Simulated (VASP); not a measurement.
# FeO (Fm-3m) in VASP: notebook, part 2 of 2

VASP 6.6.1. The steps go on from the part before.

### Step 3. Single point, PBE, collinear spin, ferromagnetic start

INCAR reads:

```
  PREC = Accurate
  ENCUT = 520
  EDIFF = 1E-6
  ISMEAR = 0
  SIGMA = 0.017
  LREAL = F
  LASPH = T
  NELM = 150
  ALGO = Normal
  ISIF = 2
  LWAVE = F
  LCHARG = T
  ISPIN = 2
  MAGMOM = 3 0
  LORBIT = 11
  LMAXMIX = 4
  GGA = PE
  LELF = T
  LVHAR = T
  NBANDS = 18
```

KPOINTS reads:

```
Automatic mesh
0
Gamma
  11 11 11
```

POSCAR reads:

```
FeO
1.0
    0.0000000000      2.1554000000      2.1554000000
    2.1554000000      0.0000000000      2.1554000000
    2.1554000000      2.1554000000      0.0000000000
Fe O
1 1
Direct
    0.0000000000      0.0000000000      0.0000000000
    0.5000000000      0.5000000000      0.5000000000
```

Potentials or basis: VASP PAW PBE potentials, release 64 (Fe, O).

On the command line:

```console
$ cat potpaw_PBE.64/Fe/POTCAR potpaw_PBE.64/O/POTCAR > POTCAR
$ mpirun -np 1 vasp_std > vasp.out
```

It took 71 s on 1 thread of Intel Xeon 8259CL, shared host; peak memory 0.17 GiB.

Results (log left out):

* Free energy: -14.9297 eV
* Pressure: -0.2 GPa
* Band gap on the k mesh: zero (filled and empty bands overlap)
* Net moment: 4.00 μB per cell
* Site moments: Fe +3.62; O +0.30 μB
* Valence electrons inside the program's atomic spheres: Fe 6.73; O 4.99

Levels at points of the mesh, in eV from the Fermi level:
Spin up:
```
           k point  band 7  band 8  band 9  band 10  band 11  band 12
(0.00, 0.00, 0.00)   -3.80   -3.68   -3.68     0.09    15.47    17.03
```
Spin down:
```csv
k point,band 1,band 2,band 3,band 4,band 5,band 6,band 7,band 8,band 9,band 10
"(0.00, 0.00, 0.00)",-20.19,-3.24,-3.24,-3.24,-0.74,-0.74,-0.74,0.19,0.19,0.89
```

Caveat: a cell with one magnetic atom can't hold antiferromagnetic order, which such compounds often take; semilocal functionals often make such compounds metallic where correlation or magnetic order opens a gap, which also shifts bond lengths.

### Step 4. Single point, BLYP, collinear spin, ferromagnetic start

This run uses another cell than the first one, of 10.39 Å³/atom.

INCAR reads:

```
AGGAC = 1.0
AGGAX = 1.0
ALDAC = 0.0
ALDAX = 1.0
ALGO = Normal
EDIFF = 1E-7
ENCUT = 520
GGA = B5
ISIF = 2
ISMEAR = -1
ISPIN = 2
LASPH = True
LCHARG = False
LMAXMIX = 4
LORBIT = 11
LREAL = False
LWAVE = False
MAGMOM = 3 0
NBANDS = 18
NELM = 150
PREC = Accurate
SIGMA = 0.05
```

KPOINTS reads:

```
k-points
0
Gamma
  11 11 11
```

POSCAR reads:

```
FeO
1.0
    0.0000000000      2.1818914147      2.1818914147
    2.1818914147      0.0000000000      2.1818914147
    2.1818914147      2.1818914147      0.0000000000
Fe O
1 1
Direct
    0.0000000000      0.0000000000      0.0000000000
    0.5000000000      0.5000000000      0.5000000000
```

On the command line:

```console
$ cat potpaw_PBE.64/Fe/POTCAR potpaw_PBE.64/O/POTCAR > POTCAR
$ mpirun -np 1 vasp_std > vasp.out
```

Wall time 82 s (1 thread of Intel Xeon 8259CL, shared host); peak memory 0.17 GiB.

The run converged. Its results:

| Property | Result |
| --- | --- |
| Free energy | -13.8944 eV |
| Pressure | 0.3 GPa |
| Band gap on the k mesh | zero (filled and empty bands overlap) |
| Net moment | 4.00 μB per cell |
| Site moments | Fe +3.60; O +0.32 μB |
| Valence electrons inside the program's atomic spheres | Fe 6.70; O 4.99 |

Levels at points of the mesh, in eV from the Fermi level:
Spin up:
```tsv
k point	band 7	band 8	band 9	band 10	band 11	band 12
(0.00, 0.00, 0.00)	-3.61	-3.49	-3.49	0.30	16.14	17.16
```
Spin down:
```tsv
k point	band 3	band 4	band 5	band 6	band 7	band 8
(0.00, 0.00, 0.00)	-3.04	-3.04	-0.69	-0.68	-0.68	0.19
```

Caveat: the PAW data sets were made with another functional, which shifts forces and pressure a little; a cell with one magnetic atom can't hold antiferromagnetic order, which such compounds often take; semilocal functionals often make such compounds metallic where correlation or magnetic order opens a gap, which also shifts bond lengths.

### Step 5. Relaxation of cell and atoms, BLYP, collinear spin, ferromagnetic start

INCAR reads:

```
SYSTEM = FeO
AGGAC    = 1.0          
AGGAX    = 1.0          
ALDAC    = 0.0          
ALDAX    = 1.0          
ALGO     = Normal         ! electronic algorithm
EDIFF    = 1E-6           ! SCF threshold, eV
EDIFFG   = -0.01          ! ionic threshold
ENCUT    = 600            ! plane-wave cutoff, eV
GGA      = B5             ! functional
IBRION   = 2              ! ionic algorithm
ISIF     = 3              ! what is computed and relaxed
ISMEAR   = -1             ! smearing method
ISPIN    = 2              ! spin polarisation
LASPH    = .TRUE.         ! aspherical terms in the spheres
LCHARG   = .FALSE.        ! write CHGCAR
LMAXMIX  = 4              ! l up to which the mixer works
LORBIT   = 11             ! projections on sites
LREAL    = .FALSE.        ! projectors in reciprocal space
LWAVE    = .FALSE.        ! write WAVECAR
MAGMOM   = 3 0            ! initial moments
NELM     = 150            ! most SCF steps
NSW      = 80             ! ionic steps
PREC     = Accurate       ! precision mode
SIGMA    = 0.05           ! smearing width, eV
```

KPOINTS reads:

```
k-points
0
G
  11 11 11
  0 0 0
```

POSCAR reads:

```
FeO
1.0
    0.0000000000      2.1554000000      2.1554000000
    2.1554000000      0.0000000000      2.1554000000
    2.1554000000      2.1554000000      0.0000000000
Fe O
1 1
Direct
    0.0000000000      0.0000000000      0.0000000000
    0.5000000000      0.5000000000      0.5000000000
```

On the command line:

```console
$ cat potpaw_PBE.64/Fe/POTCAR potpaw_PBE.64/O/POTCAR > POTCAR
$ mpirun -np 1 vasp_std > vasp.out
```

It took 1.7 min on 1 thread of Intel Xeon 8259CL, shared host; peak memory 0.17 GiB.

The run converged. Its results:

| Quantity | Value |
| --- | --- |
| Free energy | -13.8945 eV |
| Relaxed volume | 10.40 Å³/atom |
| Relaxed cell | a = 3.087 Å, b = 3.087 Å, c = 3.087 Å, α = 60.00°, β = 60.00°, γ = 60.00° |
| Space group after relaxing (to 0.1 Å) | Fm-3m (No. 225) |
| Energy gained by relaxing | 8.0 meV/atom |
| Ionic steps | 3 |
| Pressure after relaxing | 0.0 GPa |
| Band gap on the k mesh | zero (filled and empty bands overlap) |
| Net moment | 4.00 μB per cell |
| Site moments | Fe +3.60; O +0.32 μB |
| Valence electrons inside the program's atomic spheres | Fe 6.70; O 4.99 |

Step by step:
```tsv
step	energy change (eV)	largest force (eV/Å)	pressure (GPa)	volume (Å³)
1	0.0000	0.0000	6.83	20.03
2	-0.0099	0.0000	-3.81	21.29
3	-0.0159	0.0000	-0.02	20.80
```

Final structure:
```
CELL_PARAMETERS angstrom
0.00000 2.18263 2.18263
2.18263 0.00000 2.18263
2.18263 2.18263 0.00000
ATOMIC_POSITIONS crystal
Fe 0.00000 0.00000 0.00000
O 0.50000 0.50000 0.50000
```

Levels at points of the mesh, in eV from the Fermi level:
Spin up:
| k point | band 6 | band 7 | band 8 | band 9 | band 10 | band 11 | band 12 | band 13 |
| --- | --- | --- | --- | --- | --- | --- | --- | --- |
| (0.00, 0.00, 0.00) | -3.60 | -3.60 | -3.48 | -3.48 | 0.30 | 16.14 | 17.15 | 17.15 |
Spin down:
```
           k point  band 1  band 2  band 3  band 4  band 5  band 6  band 7  band 8  band 9  band 10
(0.00, 0.00, 0.00)  -19.70   -3.04   -3.04   -3.04   -0.68   -0.68   -0.68    0.19    0.19     1.02
```

Caveat: the PAW data sets were made with another functional, which shifts forces and pressure a little; a cell with one magnetic atom can't hold antiferromagnetic order, which such compounds often take; semilocal functionals often make such compounds metallic where correlation or magnetic order opens a gap, which also shifts bond lengths.

### Step 6. Overview

| task | level | cell | cutoff (eV) | smearing | gap on the mesh (eV) | pressure (GPa) | moment (μB) |
| --- | --- | --- | --- | --- | --- | --- | --- |
| single point | PBE | a = 3.048 Å, angles 60.0°, 2 atoms | 520 | gaussian 0.028 eV | none | -0.2 | 4.00 |
| single point | PBE | a = 3.048 Å, angles 60.0°, 2 atoms | 520 | gaussian 0.017 eV | none | -0.2 | 4.00 |
| single point | BLYP | a = 3.086 Å, angles 60.0°, 2 atoms | 520 | fermi-dirac 0.05 eV | none | 0.3 | 4.00 |
| relaxation of cell and atoms | BLYP | relaxed from a = 3.048 Å, angles 60.0°, 2 atoms | 600 | fermi-dirac 0.05 eV | none | 0.0 | 4.00 |

Alike in all rows: potentials or basis VASP PAW PBE potentials, release 64 (Fe, O); spin collinear, ferromagnetic start; k mesh 11 × 11 × 11.

Caveats: a cell with one magnetic atom can't hold antiferromagnetic order, which such compounds often take; semilocal functionals often make such compounds metallic where correlation or magnetic order opens a gap, which also shifts bond lengths; the PAW data sets were made with another functional, which shifts forces and pressure a little (at least some runs).

Total energies depend on the potentials used, so only differences within one code and one set of settings carry meaning.

### Step 7. Comparison with measurements

Step 2. A measured gap of FeO is 2.4 eV (optical; quoted in “W\"ustite: Electric, thermodynamic and optical properties of FeO”, 2012, arxiv:1203.1201); the calculated 0.00 eV misses it by -2.40 eV. So large a miss can be the level of theory's own, or it may mean another phase, state or a wrong row. The value is that of PBE on a finite k mesh, which can miss the band edges, without temperature or zero-point motion. Semilocal functionals fall short of measured gaps as a rule. The run's magnetic order (collinear spin, ferromagnetic start) needn't be the measured crystal's.

Step 3. Measured gap of FeO: 2.4 eV (optical; quoted in “W\"ustite: Electric, thermodynamic and optical properties of FeO”, 2012, arxiv:1203.1201). This calculation gives 0.00 eV (-2.40 eV). So large a miss can be the level of theory's own, or it may mean another phase, state or a wrong row. The value is that of PBE on a finite k mesh, which can miss the band edges, without temperature or zero-point motion. Semilocal functionals fall short of measured gaps as a rule. The run's magnetic order (collinear spin, ferromagnetic start) needn't be the measured crystal's.

Step 4. A measured gap of FeO is 2.4 eV (optical; quoted in “W\"ustite: Electric, thermodynamic and optical properties of FeO”, 2012, arxiv:1203.1201); the calculated 0.00 eV misses it by -2.40 eV. So large a miss can be the level of theory's own, or it may mean another phase, state or a wrong row. The value is that of BLYP on a finite k mesh, which can miss the band edges, without temperature or zero-point motion. Semilocal functionals fall short of measured gaps as a rule. The run's magnetic order (collinear spin, ferromagnetic start) needn't be the measured crystal's.
